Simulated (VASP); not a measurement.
Input of a VASP 6.6.1 run:

The input INCAR:

```
SYSTEM = H9ClO4
ALGO = Normal
EDIFF = 1E-6
ENCUT = 520
GGA = PE
ISIF = 2
ISMEAR = -1
LASPH = .True.
LCHARG = .False.
LREAL = .False.
LWAVE = .False.
NBANDS = 33
NELM = 60
PREC = Accurate
SIGMA = 0.05
```

KPOINTS

```
k-points
0
Gamma
  1 1 1
  0 0 0
```

File POSCAR:

```
H9ClO4
1.0
    5.7296700000      0.0000000000      0.0000000000
    0.0000000000      5.7296700000      0.0000000000
    0.0000000000      0.0000000000      5.7296700000
O H Cl
4 9 1
Direct
    0.7468667480      0.3387455124      0.6466515524
    0.1823665237      0.9446268284     -0.0330385520
    0.3461630425      0.4607944262      0.3868634668
    0.4712662335      0.7771128180      0.7317349865
    0.8986905005      0.3335445148      0.5761239303
    0.7085050273      0.2015822901      0.7334977407
    0.3690439414      0.8618122859     -0.1274593476
    0.2467157794      1.0532892819      0.0875792149
    0.2053521407      0.5062595228      0.2964568640
    0.4878989540      0.4887192456      0.2976262158
    0.6292334463      0.7185928684      0.7643372131
    0.4166383055      0.6483619475      0.6084818148
    1.0444580578      0.8432946400      0.0471056797
    0.8313393267      0.6450284222      0.1443189573
```

Potentials or basis: VASP PAW PBE potentials, release 64 (O, H, Cl).

Launch:

```sh
$ cat potpaw_PBE.64/O/POTCAR potpaw_PBE.64/H/POTCAR potpaw_PBE.64/Cl/POTCAR > POTCAR
$ mpirun -np 1 vasp_gam > vasp.out
```

**Question.** Predict the largest force.

**Answer.** 2.977 eV/Å.

**Question.** What does it give for the pressure?

**Answer.** -0.5 GPa.

Stress tensor (GPa, compression positive):
```
-0.68 -1.02 -1.46
-1.02 -0.54 -1.29
-1.46 -1.29 -0.20
```

Caveat: the k points lie up to 1.10 Å⁻¹ apart.
